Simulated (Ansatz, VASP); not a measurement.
Two plane-wave programs on Ga2PdS3

```xyz
6
Lattice="3.4854 0.0000 0.0000 0.0000 3.4854 0.0000 0.0000 0.0000 8.9791" Properties=species:S:1:pos:R:3 pbc="T T T"
Ga    0.0000    1.7427    6.0766
Ga    1.7427    0.0000    2.9025
Pd    0.0000    0.0000    0.0000
S     0.0000    1.7427    3.2691
S     1.7427    0.0000    5.7100
S     1.7427    1.7427    0.0000
```

Change from the starting cell: species swapped into the Ti2CuSb3 type (P-4m2, No. 115).

Alike in both runs: task relaxation of cell and atoms; functional PBE; k mesh 6 × 6 × 2; occupations gaussian, width 0.1 eV; no spin polarisation.

|  | VASP | Ansatz |
| --- | --- | --- |
| version | VASP 6.6.1 | Ansatz 0.2.0 |
| potentials or method | VASP PAW PBE potentials, release 64 (Ga_d, Pd, S), cutoff 600 eV | scalar-relativistic, plane waves, PAW |
| valence electrons in the cell | 54 | 62 |

```csv
,VASP,Ansatz,Ansatz less VASP
"gap on the k mesh at the Fermi level, each at its own relaxed structure (eV)",none,none,-
relaxed volume (Å³/atom),18.75,18.50,-0.252
relaxed cell length with the largest relative difference (Å),9.606,9.491,-0.1153
```

A gap of «none» marks a metal or a gap that the smearing closes. VASP's potentials hold 54 valence electrons a cell and Ansatz's 62, so a difference there can come from the potentials and not from the codes.
